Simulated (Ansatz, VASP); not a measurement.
# One calculation of CdH2O2, two programs

```xyz
5
Lattice="3.8903 0.0000 0.0000 -1.9452 3.3691 0.0000 0.0000 0.0000 4.4998" Properties=species:S:1:pos:R:3 pbc="T T T"
Cd    0.0000    2.2461    4.4427
H     0.0000    0.0000    0.0364
H     1.9452    1.1230    1.9434
O     0.0000    0.0000    3.5377
O     1.9452    1.1230    0.9535
```

Alike in both runs: task single point; functional PBEsol; k mesh 6 × 6 × 4; no spin polarisation.

```csv
,VASP,Ansatz
version,VASP 6.6.1,Ansatz 0.2.0
potentials or method,"VASP PAW PBE potentials, release 64 (Cd, H, O), cutoff 520 eV","plane waves, PAW"
occupations,"gaussian, width 0.01 eV",fixed
valence electrons in the cell,26,34
```

```csv
,VASP,Ansatz,Ansatz less VASP
pressure (GPa),-6.6,-7.1,-0.48
"traceless stress, the component that is largest in VASP (GPa)",1.42,1.19,-0.232
```

VASP's potentials were made for PBE, not for PBEsol. VASP's potentials hold 26 valence electrons a cell and Ansatz's 34, so a difference there can come from the potentials and not from the codes.
